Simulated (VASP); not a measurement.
# Li5Pb3 (Fmmm) in VASP: relaxation of cell and atoms with LDA

Aim: the relaxation of cell and atoms of Li5Pb3 with LDA.

Program: VASP 6.6.1. These are calculated values, not measurements. Logs are shortened: lines on timing, memory, paths and dates and some standing lists are left out, and cuts for length are marked.

### 1 The cell of the first run

The structure is orthorhombic, space group Fmmm (No. 69). Conventional cell: a = 7.335 Å, b = 10.373 Å, c = 10.373 Å, α = 90.00°, β = 90.00°, γ = 90.00°. Li (site symmetry 2/m) has 8 Li at 3.18 to 3.67 Å and 6 Pb at 3.18 to 3.67 Å within 4.2 Å. Within 4.2 Å of Li (site symmetry 2/m) lie 8 Li at 3.18 to 3.67 Å and 6 Pb at 3.18 to 3.67 Å. Li (site symmetry mmm) has 8 Li at 3.18 to 3.67 Å and 6 Pb at 3.18 to 3.67 Å within 4.2 Å. Within 4.2 Å of Pb (site symmetry 2/m) lie 10 Li at 3.18 to 3.67 Å and 4 Pb at 3.18 to 3.67 Å. Within 4.2 Å of Pb (site symmetry mmm) lie 10 Li at 3.18 to 3.67 Å and 4 Pb at 3.18 Å.

### 2 Relaxation of cell and atoms, LDA

INCAR

```
ALGO = Normal
EDIFF = 1E-7
EDIFFG = -0.02
ENCUT = 750
GGA = CA
GGA_COMPAT = False
IBRION = 2
ISIF = 3
ISMEAR = 1
LASPH = True
LCHARG = False
LREAL = False
LWAVE = False
NELM = 120
NELMIN = 4
NSW = 80
PREC = Accurate
SIGMA = 0.05
```

KPOINTS

```
k-points
0
Gamma
  4 4 4
```

POSCAR

```
Li5Pb3
1.0
   -3.6675000000      3.6675000000      3.6675000000
    3.6675000000     -3.6675000000      3.6675000000
    3.6675000000      3.6675000000     -3.6675000000
Li Pb
5 3
Direct
    0.0000000000      0.0000000000      0.0000000000
    0.0000000000      0.0000000000      0.5000000000
    0.0000000000      0.5000000000      0.0000000000
    0.0000000000      0.5000000000      0.5000000000
    0.5000000000      0.0000000000      0.0000000000
    0.5000000000      0.0000000000      0.5000000000
    0.5000000000      0.5000000000      0.0000000000
    0.5000000000      0.5000000000      0.5000000000
```

Potentials or basis: VASP PAW LDA potentials, release 64 (Li_sv, Pb_d).

Run with:

```
$ cat potpaw_LDA.64/Li_sv/POTCAR potpaw_LDA.64/Pb_d/POTCAR > POTCAR
$ mpirun -np 1 vasp_std > vasp.out
```

OUTCAR:

```text
EDIFF = 1E-7
   EDIFFG = -0.02
   ENCUT = 750
   GGA = CA
   IBRION = 2
   ISIF = 3
   ISMEAR = 1
   LASPH = True
   LREAL = False
   NELM = 120
   NELMIN = 4
   NSW = 80
   PREC = Accurate

 ion  position               nearest neighbor table
   1  0.000  0.000  0.000-   8 3.18   8 3.18
   2  0.000  0.000  0.500-   6 3.18   7 3.18   6 3.18   7 3.18
   3  0.000  0.500  0.000-   6 3.18   7 3.18   7 3.18   6 3.18
   4  0.000  0.500  0.500-   8 3.18   8 3.18
   5  0.500  0.000  0.000-   6 3.18   7 3.18   6 3.18   7 3.18
   6  0.500  0.000  0.500-   2 3.18   3 3.18   5 3.18   8 3.18   5 3.18   8 3.18   2 3.18   3 3.18
                             7 3.67   7 3.67
   7  0.500  0.500  0.000-   2 3.18   3 3.18   5 3.18   8 3.18   8 3.18   5 3.18   3 3.18   2 3.18
                             6 3.67   6 3.67
   8  0.500  0.500  0.500-   1 3.18   4 3.18   6 3.18   7 3.18   7 3.18   6 3.18   4 3.18   1 3.18

  LATTYP: Found a body centered cubic cell.
 ALAT       =     7.3350000000

  Lattice vectors:

 A1 = (  -3.6675000000,   3.6675000000,   3.6675000000)
 A2 = (   3.6675000000,  -3.6675000000,   3.6675000000)
 A3 = (   3.6675000000,   3.6675000000,  -3.6675000000)

Analysis of symmetry for initial positions (statically):
=====================================================================
 Subroutine PRICEL returns:
 Original cell was already a primitive cell.

 Routine SETGRP: Setting up the symmetry group for a
 body centered cubic supercell.

 Subroutine GETGRP returns: Found  8 space group operations
 (whereof  4 operations were pure point group operations)
 out of a pool of 48 trial point group operations.

The static configuration has the point symmetry C_2h.
 The point group associated with its full space group is D_2h.

Analysis of symmetry for dynamics (positions and initial velocities):
=====================================================================
 Subroutine PRICEL returns:
 Original cell was already a primitive cell.

 Routine SETGRP: Setting up the symmetry group for a
 body centered cubic supercell.

 Subroutine GETGRP returns: Found  8 space group operations
 (whereof  4 operations were pure point group operations)
 out of a pool of 48 trial point group operations.

The dynamic configuration has the point symmetry C_2h.
 The point group associated with its full space group is D_2h.

 Subroutine INISYM returns: Found  8 space group operations
 (whereof  4 operations are pure point group operations),
 and found     1 'primitive' translations

----------------------------------------------------------------------------------------

                                     Primitive cell

  volume of cell :     197.3197

  direct lattice vectors                    reciprocal lattice vectors
    -3.667500000  3.667500000  3.667500000     0.000000000  0.136332652  0.136332652
     3.667500000 -3.667500000  3.667500000     0.136332652  0.000000000  0.136332652
     3.667500000  3.667500000 -3.667500000     0.136332652  0.136332652  0.000000000

  length of vectors
     6.352296337  6.352296337  6.352296337     0.192803485  0.192803485  0.192803485

  position of ions in fractional coordinates (direct lattice)
     0.000000000  0.000000000  0.000000000
     0.000000000  0.000000000  0.500000000
     0.000000000  0.500000000  0.000000000
     0.000000000  0.500000000  0.500000000
     0.500000000  0.000000000  0.000000000
     0.500000000  0.000000000  0.500000000
     0.500000000  0.500000000  0.000000000
     0.500000000  0.500000000  0.500000000

  ion indices of the primitive-cell ions
   primitive index   ion index
                 1           1
                 2           2
                 3           3
                 4           4
                 5           5
                 6           6
                 7           7
                 8           8

----------------------------------------------------------------------------------------

 KPOINTS: k-points

Automatic generation of k-mesh.
 Grid dimensions read from file:
 generate k-points for:    4    4    4

 Generating k-lattice:

  Cartesian coordinates                     Fractional coordinates (reciprocal lattice)
     0.000000000  0.034083163  0.034083163     0.250000000  0.000000000  0.000000000
     0.034083163  0.000000000  0.034083163     0.000000000  0.250000000  0.000000000
     0.034083163  0.034083163  0.000000000     0.000000000  0.000000000  0.250000000

  Length of vectors
     0.048200871  0.048200871  0.048200871

  Shift w.r.t. Gamma in fractional coordinates (k-lattice)
     0.000000000  0.000000000  0.000000000

 Subroutine IBZKPT returns following result:
 ===========================================

 Found     18 irreducible k-points:

 Following reciprocal coordinates:
            Coordinates               Weight
  0.000000  0.000000  0.000000      1.000000
  0.250000  0.000000  0.000000      2.000000
  0.000000  0.250000  0.000000      8.000000
  0.000000  0.250000 -0.250000      2.000000
  0.500000  0.000000  0.000000      1.000000
  0.000000  0.500000  0.000000      4.000000
[... 10 lines left out ...]
  0.500000  0.250000 -0.250000      2.000000
  0.500000  0.500000  0.500000      1.000000
   k-points           NKPTS =     18   k-points in BZ     NKDIM =     18   number of bands    NBANDS=     34
   number of dos      NEDOS =    301   number of ions     NIONS =      8
   total plane-waves  NPLWV = 216000
   dimension x,y,z NGX =    60 NGY =   60 NGZ =   60
   dimension x,y,z NGXF=   120 NGYF=  120 NGZF=  120
   ions per type =               5   3
   NGX,Y,Z   is equivalent  to a cutoff of  15.70, 15.70, 15.70 a.u.
   NGXF,Y,Z  is equivalent  to a cutoff of  31.41, 31.41, 31.41 a.u.
 SYSTEM =  unknown system
   PREC   = accura    normal or accurate (medium, high low for compatibility)
   ISTART =      0    job   : 0-new  1-cont  2-samecut
   ICHARG =      2    charge: 1-file 2-atom 10-const
   ISPIN  =      1    spin polarized calculation?
   LNONCOLLINEAR =      F non collinear calculations
   LSORBIT =      F    spin-orbit coupling
   LASPH  =      T    aspherical Exc in radial PAW
   ENCUT  =  750.0 eV  55.12 Ry    7.42 a.u.  14.18 14.18 14.18*2*pi/ulx,y,z
   NELM   =    120;   NELMIN=  4; NELMDL= -5     # of ELM steps
   EDIFF  = 0.1E-06   stopping-criterion for ELM
   LREAL  =      F    real-space projection
   EDIFFG = -.2E-01   stopping-criterion for IOM
   NSW    =     80    number of steps for IOM
   IBRION =      2    ionic relax: 0-MD 1-quasi-New 2-CG
   NFREE  =      1    steps in history (QN), initial steepest desc. (CG)
   ISIF   =      3    stress and relaxation
   ISYM   =      2    0-nonsym 1-usesym 2-fastsym
   POTIM  = 0.5000    time-step for ionic-motion
   TEBEG  =    0.0;   TEEND  =   0.0 temperature during run
   PSTRESS=    0.0 pullay stress
   NELECT =      57.0000    total number of electrons
   NUPDOWN=      -1.0000    fix difference up-down
   EMIN   =  10.00;   EMAX   =-10.00  energy-range for DOS
   EFERMI =   0.00;   METHOD = LEGACY
   ISMEAR =     1;   SIGMA  =   0.05  broadening in eV -4-tet -1-fermi 0-gaus
   EFERMI_NEDOS =   21; number of points for ismear=-14 and -15
   IALGO  =     38    algorithm
   IMIX   =      4    mixing-type and parameters
     AMIX     =   0.40;   BMIX     =  1.00
     AMIX_MAG =   1.60;   BMIX_MAG =  1.00
  volume/ion in A,a.u.               =      24.66       166.45
  Fermi-wavevector in a.u.,A,eV,Ry     =   1.082205  2.045072 15.934713  1.171168
  Thomas-Fermi vector in A             =   2.218241
   LORBIT       =      0    0 simple, 1 ext, 2 COOP (PROOUT), +10 PAW based schemes
   GGA     = CA    functional components
   LHFCALC =     F    Hartree Fock is set to
   AEXX    =    0.0000 exact exchange contribution
   IVDW    =     0    specifies the selected vdW correction
   LEPSILON=     F    determine dielectric tensor
   LRPA    =     F    only Hartree local field effects (RPA)
 conjugate gradient relaxation of ions
 non-spin polarized calculation
 Methfessel and Paxton  Order N= 1 SIGMA  =   0.05
  energy-cutoff  :      750.00
  volume of cell :      197.32
 maximum number of plane-waves:      9232
 NGX is ok and might be reduce to    60
   NGX = 29   NGY = 29   NGZ = 29

--------------------------------------- Ionic step        1  -------------------------------------------

 number of electron      57.0000012 magnetization

 Free energy of the ion-electron system (eV)
  ---------------------------------------------------
  ext. energy  EPLUGINS =         0.00000000
  ---------------------------------------------------
  free energy    TOTEN  =       -24.60041337 eV

  energy without entropy =      -24.59951519  energy(sigma->0) =      -24.60011398

 E-fermi :   3.5380     XC(G=0):  -8.5623

 val. band max:        3.3918950706   @ k =   0.2500   0.2500   0.2500
 cond. band min:       3.5410906428   @ k =   0.0000   0.5000   0.0000
 fundamental gap:      0.1491955722
 Fermi energy:         3.5380297687

 k-point     1 :       0.0000    0.0000    0.0000
  band No.  band energies     occupation
      1     -42.7841      2.00000
      2     -42.7833      2.00000
      3     -42.5748      2.00000
      4     -42.4476      2.00000
      5     -42.4469      2.00000
      6     -13.6963      2.00000
[... 988 lines left out ...]
  energy  without entropy=      -25.2600671886  energy(sigma->0) =      -25.26078457

--------------------------------------- Ionic step        9  -------------------------------------------

 number of electron      57.0000005 magnetization

 Free energy of the ion-electron system (eV)
  ---------------------------------------------------
  ext. energy  EPLUGINS =         0.00000000
  ---------------------------------------------------
  free energy    TOTEN  =       -25.26595301 eV

  energy without entropy =      -25.26600885  energy(sigma->0) =      -25.26597163

 E-fermi :   4.9740     XC(G=0):  -9.2987

 val. band max:        4.9697838664   @ k =   0.2500   0.5000   0.5000
 cond. band min:       5.0456171475   @ k =   0.0000   0.2500   0.0000
 fundamental gap:      0.0758332811
 Fermi energy:         4.9739666716

 k-point     1 :       0.0000    0.0000    0.0000
  band No.  band energies     occupation
      1     -41.0530      2.00000
      2     -41.0333      2.00000
      3     -41.0314      2.00000
      4     -40.7828      2.00000
      5     -40.7824      2.00000
      6     -12.6835      2.00000
[... 690 lines left out ...]
  FREE ENERGIE OF THE ION-ELECTRON SYSTEM (eV)
  ---------------------------------------------------
  free  energy   TOTEN  =       -25.2659530136 eV

  energy  without entropy=      -25.2660088516  energy(sigma->0) =      -25.26597163

 reached required accuracy - stopping structural energy minimisation
```

Wall time 14 min (1 thread of Intel Xeon 6975P-C (Granite Rapids), shared host); peak memory 0.48 GiB.

Results:

```
Free energy                           : -25.2660 eV
Relaxed volume                        : 20.42 Å³/atom
Relaxed cell                          : a = 5.896 Å, b = 6.081 Å, c = 6.081 Å, α = 103.84°, β = 113.10°, γ = 113.10°
Space group after relaxing (to 0.1 Å) : Fmmm (No. 69)
Energy gained by relaxing             : 83.2 meV/atom
Ionic steps                           : 9
Pressure after relaxing               : -0.1 GPa
Band gap on the k mesh                : zero (an odd number of electrons rules out a gap without spin polarisation)
```

Step by step:
| step | energy change (eV) | largest force (eV/Å) | pressure (GPa) | volume (Å³) |
| --- | --- | --- | --- | --- |
| 1 | 0.0000 | 0.0000 | -3.96 | 197.32 |
| 2 | -0.3941 | 0.0000 | -2.27 | 180.40 |
| 3 | -0.5532 | 0.0000 | -0.10 | 166.60 |
| 4 | -0.5624 | 0.0000 | 0.70 | 162.60 |
| 5 | -0.6241 | 0.0000 | 0.39 | 162.47 |
| 6 | -0.6491 | 0.0000 | 0.12 | 162.14 |
| 7 | -0.6493 | 0.0000 | 0.13 | 162.17 |
| 8 | -0.6607 | 0.0000 | 0.01 | 162.71 |
| 9 | -0.6655 | 0.0000 | -0.12 | 163.33 |

Final structure:
```xyz
8
Lattice="-3.7503 3.2170 3.2170 3.7503 -3.3845 3.3845 3.7503 3.3845 -3.3845" Properties=species:S:1:pos:R:3 pbc="T T T"
Li    0.0000    0.0000    0.0000
Li    1.8751    1.6922   -1.6922
Li    1.8751   -1.6922    1.6922
Li    3.7503    0.0000    0.0000
Li   -1.8751    1.6085    1.6085
Pb    0.0000    3.3007   -0.0837
Pb    0.0000   -0.0837    3.3007
Pb    1.8751    1.6085    1.6085
```

Levels at points of the mesh, in eV from the Fermi level:
```tsv
k point	band 27	band 28	band 29	band 30	band 31	band 32
(0.00, 0.00, 0.00)	-2.26	-2.21	-0.92	0.28	0.90	2.32
(0.50, 0.00, 0.00)	-1.58	0.20	1.13	1.42	1.57	1.75
(0.00, 0.50, 0.00)	-1.58	-1.45	0.00	0.76	1.22	1.42
(0.00, 0.50, 0.50)	-0.49	0.44	0.78	0.98	1.00	1.66
(0.50, 0.50, 0.50)	0.12	0.49	0.67	0.86	0.91	1.92
```

Caveat: the volume moved by over 15 % at a fixed basis, so the end points are rough; spin-orbit coupling is left out, which moves the levels of the heavy elements.

The gap in the log of VASP goes by the Fermi energy; the results here count the filled bands.